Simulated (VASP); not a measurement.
# Nb (Im-3m) in VASP: notebook, part 2 of 2

VASP 6.6.1.

### 3 Relaxation of cell and atoms, LDA

This run uses another cell than the first one, of 18.43 Å³/atom, 1.080 times its volume.

Contents of INCAR:

```
ALGO = Normal
EDIFF = 1E-7
EDIFFG = -0.03
ENCUT = 500
GGA = CA
GGA_COMPAT = False
IBRION = 2
ISIF = 3
ISMEAR = -1
LASPH = True
LCHARG = False
LREAL = False
LWAVE = False
NELM = 120
NELMIN = 4
NSW = 60
PREC = Accurate
SIGMA = 0.02
```

Contents of KPOINTS:

```
k-points
0
Gamma
  9 9 9
```

Contents of POSCAR:

```
Nb
1.0
   -1.6639500000      1.6639500000      1.6639500000
    1.6639500000     -1.6639500000      1.6639500000
    1.6639500000      1.6639500000     -1.6639500000
Nb
1
Direct
    0.0000000000      0.0000000000      0.0000000000
```

Potentials or basis: VASP PAW LDA potentials, release 64 (Nb_sv).

Run with:

```
$ cat potpaw_LDA.64/Nb_sv/POTCAR > POTCAR
$ mpirun -np 1 vasp_std > vasp.out
```

OUTCAR:

```text
EDIFF = 1E-7
   EDIFFG = -0.03
   ENCUT = 500
   GGA = CA
   IBRION = 2
   ISIF = 3
   ISMEAR = -1
   LASPH = True
   LREAL = False
   NELM = 120
   NELMIN = 4
   NSW = 60
   PREC = Accurate

 ion  position               nearest neighbor table
   1  0.000  0.000  0.000-

  LATTYP: Found a body centered cubic cell.
 ALAT       =     3.3279000000

  Lattice vectors:

 A1 = (  -1.6639500000,   1.6639500000,   1.6639500000)
 A2 = (   1.6639500000,  -1.6639500000,   1.6639500000)
 A3 = (   1.6639500000,   1.6639500000,  -1.6639500000)

Analysis of symmetry for initial positions (statically):
=====================================================================
 Subroutine PRICEL returns:
 Original cell was already a primitive cell.

 Routine SETGRP: Setting up the symmetry group for a
 body centered cubic supercell.

 Subroutine GETGRP returns: Found 48 space group operations
 (whereof 48 operations were pure point group operations)
 out of a pool of 48 trial point group operations.

The static configuration has the point symmetry O_h .

Analysis of symmetry for dynamics (positions and initial velocities):
=====================================================================
 Subroutine PRICEL returns:
 Original cell was already a primitive cell.

 Routine SETGRP: Setting up the symmetry group for a
 body centered cubic supercell.

 Subroutine GETGRP returns: Found 48 space group operations
 (whereof 48 operations were pure point group operations)
 out of a pool of 48 trial point group operations.

The dynamic configuration has the point symmetry O_h .

 Subroutine INISYM returns: Found 48 space group operations
 (whereof 48 operations are pure point group operations),
 and found     1 'primitive' translations

----------------------------------------------------------------------------------------

                                     Primitive cell

  volume of cell :      18.4281

  direct lattice vectors                    reciprocal lattice vectors
    -1.663950000  1.663950000  1.663950000     0.000000000  0.300489798  0.300489798
     1.663950000 -1.663950000  1.663950000     0.300489798  0.000000000  0.300489798
     1.663950000  1.663950000 -1.663950000     0.300489798  0.300489798  0.000000000

  length of vectors
     2.882045941  2.882045941  2.882045941     0.424956748  0.424956748  0.424956748

  position of ions in fractional coordinates (direct lattice)
     0.000000000  0.000000000  0.000000000

  ion indices of the primitive-cell ions
   primitive index   ion index
                 1           1

----------------------------------------------------------------------------------------

 KPOINTS: k-points

Automatic generation of k-mesh.
 Grid dimensions read from file:
 generate k-points for:    9    9    9

 Generating k-lattice:

[... 23 lines left out ...]
  0.111111  0.111111  0.000000     24.000000
[... 16 lines left out ...]
 -0.333333  0.444444  0.111111     48.000000
 -0.444444 -0.444444  0.111111     24.000000
 [... further k-points ...]
   k-points           NKPTS =     35   k-points in BZ     NKDIM =     35   number of bands    NBANDS=     10
   number of dos      NEDOS =    301   number of ions     NIONS =      1
   total plane-waves  NPLWV =  13824
   dimension x,y,z NGX =    24 NGY =   24 NGZ =   24
   dimension x,y,z NGXF=    48 NGYF=   48 NGZF=   48
   ions per type =               1
   NGX,Y,Z   is equivalent  to a cutoff of  13.84, 13.84, 13.84 a.u.
   NGXF,Y,Z  is equivalent  to a cutoff of  27.69, 27.69, 27.69 a.u.
 SYSTEM =  unknown system
   PREC   = accura    normal or accurate (medium, high low for compatibility)
   ISTART =      0    job   : 0-new  1-cont  2-samecut
   ICHARG =      2    charge: 1-file 2-atom 10-const
   ISPIN  =      1    spin polarized calculation?
   LNONCOLLINEAR =      F non collinear calculations
   LSORBIT =      F    spin-orbit coupling
   LASPH  =      T    aspherical Exc in radial PAW
   ENCUT  =  500.0 eV  36.75 Ry    6.06 a.u.   5.25  5.25  5.25*2*pi/ulx,y,z
   NELM   =    120;   NELMIN=  4; NELMDL= -5     # of ELM steps
   EDIFF  = 0.1E-06   stopping-criterion for ELM
   LREAL  =      F    real-space projection
   EDIFFG = -.3E-01   stopping-criterion for IOM
   NSW    =     60    number of steps for IOM
   IBRION =      2    ionic relax: 0-MD 1-quasi-New 2-CG
   NFREE  =      1    steps in history (QN), initial steepest desc. (CG)
   ISIF   =      3    stress and relaxation
   ISYM   =      2    0-nonsym 1-usesym 2-fastsym
   POTIM  = 0.5000    time-step for ionic-motion
   TEBEG  =    0.0;   TEEND  =   0.0 temperature during run
   PSTRESS=    0.0 pullay stress
   NELECT =      13.0000    total number of electrons
   NUPDOWN=      -1.0000    fix difference up-down
   EMIN   =  10.00;   EMAX   =-10.00  energy-range for DOS
   EFERMI =   0.00;   METHOD = LEGACY
   ISMEAR =    -1;   SIGMA  =   0.02  broadening in eV -4-tet -1-fermi 0-gaus
   EFERMI_NEDOS =   21; number of points for ismear=-14 and -15
   IALGO  =     38    algorithm
   IMIX   =      4    mixing-type and parameters
     AMIX     =   0.40;   BMIX     =  1.00
     AMIX_MAG =   1.60;   BMIX_MAG =  1.00
  volume/ion in A,a.u.               =      18.43       124.36
  Fermi-wavevector in a.u.,A,eV,Ry     =   1.457345  2.753983 28.896790  2.123854
  Thomas-Fermi vector in A             =   2.574157
   LORBIT       =      0    0 simple, 1 ext, 2 COOP (PROOUT), +10 PAW based schemes
   GGA     = CA    functional components
   LHFCALC =     F    Hartree Fock is set to
   AEXX    =    0.0000 exact exchange contribution
   IVDW    =     0    specifies the selected vdW correction
   LEPSILON=     F    determine dielectric tensor
   LRPA    =     F    only Hartree local field effects (RPA)
 conjugate gradient relaxation of ions
 non-spin polarized calculation
  energy-cutoff  :      500.00
  volume of cell :       18.43
 maximum number of plane-waves:       477
 NGX is ok and might be reduce to    24
   NGX = 11   NGY = 11   NGZ = 11

--------------------------------------- Ionic step        1  -------------------------------------------

 number of electron      12.9999999 magnetization

 Free energy of the ion-electron system (eV)
  ---------------------------------------------------
  ext. energy  EPLUGINS =         0.00000000
  ---------------------------------------------------
  free energy    TOTEN  =       -11.21216647 eV

  energy without entropy =      -11.20886887  energy(sigma->0) =      -11.21051767

------------------------ aborting loop because EDIFF is reached ----------------------------------------

  FORCE on cell =-STRESS in cart. coord.  units (eV):
  Direction    XX          YY          ZZ          XY          YZ          ZX
  --------------------------------------------------------------------------------------
  -------------------------------------------------------------------------------------
  Total       -1.4687360     -1.4687360     -1.4687360     -0.0000000      0.0000000     -0.0000000
  in kB     -127.6948933   -127.6948933   -127.6948933     -0.0000000      0.0000000     -0.0000000
  external PRESSURE =    -127.6948933 kB  Pullay stress =       0.0000000 kB
[... 92 lines left out ...]
--------------------------------------- Ionic step        4  -------------------------------------------

 number of electron      13.0000001 magnetization

 Free energy of the ion-electron system (eV)
  ---------------------------------------------------
  ext. energy  EPLUGINS =         0.00000000
  ---------------------------------------------------
  free energy    TOTEN  =       -11.27036956 eV

  energy without entropy =      -11.26885360  energy(sigma->0) =      -11.26961158

 E-fermi :  11.7815     XC(G=0): -12.9910

 val. band max:       11.7612826135   @ k =   0.1111   0.0000   0.0000
 cond. band min:      11.8283372357   @ k =   0.3333   0.2222   0.0000
 fundamental gap:      0.0670546222
 Fermi energy:        11.7815347841

 k-point     1 :       0.0000    0.0000    0.0000
  band No.  band energies     occupation
      1     -42.2411      2.00000
      2     -17.5629      2.00000
      3     -17.5629      2.00000
      4     -17.5629      2.00000
      5       5.7457      2.00000
      6      12.0841      0.00000
      7      12.0841      0.00000
      8      12.0841      0.00000
      9      15.1679      0.00000
     10      15.1679      0.00000
[... 287 lines left out ...]
 k-point    24 :      -0.4444   -0.4444    0.1111
  band No.  band energies     occupation
      1     -41.8774      2.00000
      2     -19.0177      2.00000
      3     -18.3246      2.00000
      4     -17.8202      2.00000
      5       8.8208      2.00000
      6      10.7950      2.00000
      7      11.3016      2.00000
      8      14.1378      0.00000
      9      17.2698      0.00000
     10      20.3539      0.00000

 [... further k-points ...]
[... 5 lines left out ...]
  --------------------------------------------------------------------------------------
  -------------------------------------------------------------------------------------
  Total       -0.0182054     -0.0182054     -0.0182054     -0.0000000      0.0000000     -0.0000000
  in kB       -1.7084108     -1.7084108     -1.7084108     -0.0000000      0.0000000     -0.0000000
  external PRESSURE =      -1.7084108 kB  Pullay stress =       0.0000000 kB
[... 16 lines left out ...]
  FREE ENERGIE OF THE ION-ELECTRON SYSTEM (eV)
  ---------------------------------------------------
  free  energy   TOTEN  =       -11.2703695574 eV

  energy  without entropy=      -11.2688535984  energy(sigma->0) =      -11.26961158

 reached required accuracy - stopping structural energy minimisation
```

CONTCAR:

```text
Nb
   1.00000000000000
    -1.6221307457252474    1.6221307457252474    1.6221307457252474
     1.6221307457252474   -1.6221307457252474    1.6221307457252474
     1.6221307457252474    1.6221307457252474   -1.6221307457252474
  Nb
     1
Direct
     1.0000000000000000    0.0000000000000000    0.0000000000000000

  0.00000000E+00  0.00000000E+00  0.00000000E+00
```

Wall time 27 s (1 thread of Intel Xeon 8259CL, shared host); peak memory 0.14 GiB.

Results:

```
Free energy                            : -11.2704 eV
Relaxed volume                         : 17.07 Å³/atom
Relaxed cell                           : a = 2.810 Å, b = 2.810 Å, c = 2.810 Å, α = 109.47°, β = 109.47°, γ = 109.47°
Space group after relaxing (to 0.05 Å) : Im-3m (No. 229)
Energy gained by relaxing              : 58.2 meV/atom
Ionic steps                            : 4
Pressure after relaxing                : -0.2 GPa
```

Step by step:
```tsv
step	energy change (eV)	largest force (eV/Å)	pressure (GPa)	volume (Å³)
1	0.0000	0.0000	-12.77	18.43
2	0.1823	0.0000	37.23	14.78
3	-0.0579	0.0000	-1.04	17.15
4	-0.0582	0.0000	-0.17	17.07
```

Final structure:
```yaml
crystal:
  lattice:
    - [-1.62213, 1.62213, 1.62213]
    - [1.62213, -1.62213, 1.62213]
    - [1.62213, 1.62213, -1.62213]
  atoms:
    - { symbol: Nb, position: [0.00000, 0.00000, 0.00000] }
```

LDA usually gives volumes a few per cent too small. Zero-point motion and thermal expansion aren't in these numbers.
